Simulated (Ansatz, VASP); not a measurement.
## SnSe2 in VASP and in Ansatz

```
Sn Se
1.0
     3.87167    0.00000    0.00000
    -1.93584    3.35297    0.00000
     0.00000    0.00000    6.97110
Sn Se
1 2
Direct
  0.00000 0.00000 0.00000
  0.66667 0.33333 0.77126
  0.33333 0.66667 0.22874
```

Alike in both runs: task relaxation of cell and atoms; functional PBE; k mesh 12 × 12 × 4; occupations gaussian, width 0.02 eV; no spin polarisation.

```csv
,VASP,Ansatz
version,VASP 6.6.1,Ansatz 0.2.0
potentials or method,"VASP PAW PBE potentials, release 64 (Sn_d, Se), cutoff 600 eV","scalar-relativistic, plane waves, PAW"
valence electrons in the cell,26,46
```

Ansatz gave:

- gap on the k mesh at the Fermi level, each at its own relaxed structure (eV): 0.70
- relaxed volume (Å³/atom): 30.17
- relaxed cell length with the largest relative difference (Å): 6.971

Task: Which values does VASP return?

Result: gap on the k mesh at the Fermi level, each at its own relaxed structure (eV): 0.69; relaxed volume (Å³/atom): 30.20; relaxed cell length with the largest relative difference (Å): 6.975.

VASP's potentials hold 26 valence electrons a cell and Ansatz's 46, so a difference there can come from the potentials and not from the codes.
